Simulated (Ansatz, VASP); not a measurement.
KCl in VASP and in Ansatz

INCAR

```
PREC = Accurate
ENCUT = 520
EDIFF = 1E-6
ISMEAR = 0
SIGMA = 0.05
LREAL = False
LASPH = True
NELM = 100
ALGO = Normal
ISIF = 2
LWAVE = False
LCHARG = True
GGA = PS
LELF = True
LVHAR = True
NBANDS = 15
```

Contents of KPOINTS:

```
Automatic mesh
0
Gamma
  6 6 6
```

The input POSCAR:

```
KCl
1.0
    3.8391960000      0.0000000000      0.0000000000
    0.0000000000      3.8391960000      0.0000000000
    0.0000000000      0.0000000000      3.8391960000
K Cl
1 1
Direct
    0.0000000000      0.0000000000      0.0000000000
    0.4631638092      0.4631638092      0.4479057594
```

Input for Ansatz:

```yaml
crystal:
  lattice:
    - [3.839196, 0.0, 0.0]
    - [0.0, 3.839196, 0.0]
    - [0.0, 0.0, 3.839196]
  atoms:
    - { symbol: K, position: [0.0, 0.0, 0.0] }
    - { symbol: Cl, position: [0.4631638092, 0.4631638092, 0.4479057594] }
basis:
  ecutwfc: 420
kpoints:
  mp_grid: { grid: [6, 6, 6] }
hamiltonian:
  xc: pbesol
scf:
  occupations: { method: gaussian, width: 0.05 }
output:
  forces: true
  stress: true
  eigenvalues: true
```

Alike in both runs: task single point; functional PBEsol; k mesh 6 × 6 × 6; occupations gaussian, width 0.05 eV; no spin polarisation.

```csv
,VASP,Ansatz
version,VASP 6.6.1,Ansatz 0.2.0
potentials or method,"VASP PAW PBE potentials, release 64 (K_sv, Cl), cutoff 520 eV","scalar-relativistic, plane waves, PAW"
valence electrons in the cell,16,16
```

|  | VASP | Ansatz | Ansatz less VASP |
| --- | --- | --- | --- |
| gap on the k mesh at the Fermi level (eV) | 4.65 | 4.66 | +0.003 |
| least direct gap on the mesh (eV) | 4.84 | 4.84 | +0.003 |
| pressure (GPa) | -0.9 | -1.0 | -0.03 |
| traceless stress, the component that is largest in VASP (GPa) | 0.34 | 0.34 | -0.007 |
| rms of the force components (eV/Å) | 0.109 | 0.105 | -0.0036 |

VASP's potentials were made for PBE, not for PBEsol. Atom by atom the forces differ by 0.004 eV/Å (rms over components).
